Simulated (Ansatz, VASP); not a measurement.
**One calculation of Na4AlO, two programs**

Contents of INCAR:

```
ALGO = Normal
EDIFF = 1E-7
ENCUT = 520
GGA = PE
ISIF = 2
ISMEAR = 0
ISPIN = 2
LASPH = T
LCHARG = F
LORBIT = 11
LREAL = F
LWAVE = F
MAGMOM = 0 0 0 0 0 0 0 0 0 0 1 1
NBANDS = 53
NELM = 150
PREC = Accurate
SIGMA = 0.1
```

File KPOINTS:

```
k-points
0
Gamma
  4 4 4
```

Contents of POSCAR:

```
Na4AlO
1.0
    6.5846612941      0.0000000000      0.0000000000
    0.0000000000      6.5846612941      0.0000000000
    0.0000000000      0.0000000000      5.9832208984
Na Al O
8 2 2
Direct
    0.7601452922      0.3742385822      0.0000000000
    0.2398547078      0.6257614178      0.0000000000
    0.3742385822      0.2398547078      0.0000000000
    0.2398547078      0.3742385822      0.5000000000
    0.7601452922      0.6257614178      0.5000000000
    0.6257614178      0.7601452922      0.0000000000
    0.6257614178      0.2398547078      0.5000000000
    0.3742385822      0.7601452922      0.5000000000
    0.0000000000      0.0000000000      0.7500000000
    0.0000000000      0.0000000000      0.2500000000
    0.5000000000      0.5000000000      0.7500000000
    0.5000000000      0.5000000000      0.2500000000
```

Input for Ansatz:

```yaml
crystal:
  lattice:
    - [6.5846612941, 0.0, 0.0]
    - [0.0, 6.5846612941, 0.0]
    - [0.0, 0.0, 5.9832208984]
  atoms:
    - { symbol: Na, position: [0.7601452922, 0.3742385822, 0.0] }
    - { symbol: Na, position: [0.2398547078, 0.6257614178, 0.0] }
    - { symbol: Na, position: [0.3742385822, 0.2398547078, 0.0] }
    - { symbol: Na, position: [0.2398547078, 0.3742385822, 0.5] }
    - { symbol: Na, position: [0.7601452922, 0.6257614178, 0.5] }
    - { symbol: Na, position: [0.6257614178, 0.7601452922, 0.0] }
    - { symbol: Na, position: [0.6257614178, 0.2398547078, 0.5] }
    - { symbol: Na, position: [0.3742385822, 0.7601452922, 0.5] }
    - { symbol: Al, position: [0.0, 0.0, 0.75] }
    - { symbol: Al, position: [0.0, 0.0, 0.25] }
    - { symbol: O, position: [0.5, 0.5, 0.75], spin: 1.0 }
    - { symbol: O, position: [0.5, 0.5, 0.25], spin: 1.0 }
basis:
  ecutwfc: 420
kpoints:
  mp_grid: { grid: [4, 4, 4] }
hamiltonian:
  xc: pbe
scf:
  occupations: { method: gaussian, width: 0.1 }
  lower_state_search: "off"
output:
  forces: true
  stress: true
  eigenvalues: true
  populations: true
magnetization:
  spin_polarized: true
```

Alike in both runs: task single point; functional PBE; k mesh 4 × 4 × 4; occupations gaussian, width 0.1 eV; collinear spin.

```csv
,VASP,Ansatz
version,VASP 6.6.1,Ansatz 0.2.0
potentials or method,"VASP PAW PBE potentials, release 64 (Na_pv, Al, O), cutoff 520 eV","scalar-relativistic, plane waves, PAW"
valence electrons in the cell,74,90
```

Ansatz gave:

- gap on the k mesh at the Fermi level (eV): none
- pressure (GPa): -0.1
- traceless stress, the component that is largest in VASP (GPa): -0.68
- rms of the force components (eV/Å): 0.040
- net moment per atom (μB): 0.00

Q: Estimate VASP's values.

A: gap on the k mesh at the Fermi level (eV): none; pressure (GPa): 0.0; traceless stress, the component that is largest in VASP (GPa): -0.67; rms of the force components (eV/Å): 0.036; net moment per atom (μB): 0.00.

Atom by atom the forces differ by 0.005 eV/Å (rms over components). A gap of «none» marks a metal or a gap that the smearing closes. With one functional, cell and mesh, what is left measures potentials, basis and numerics. VASP's potentials hold 74 valence electrons a cell and Ansatz's 90, so a difference there can come from the potentials and not from the codes. Ansatz's warnings: seeded moment not kept.
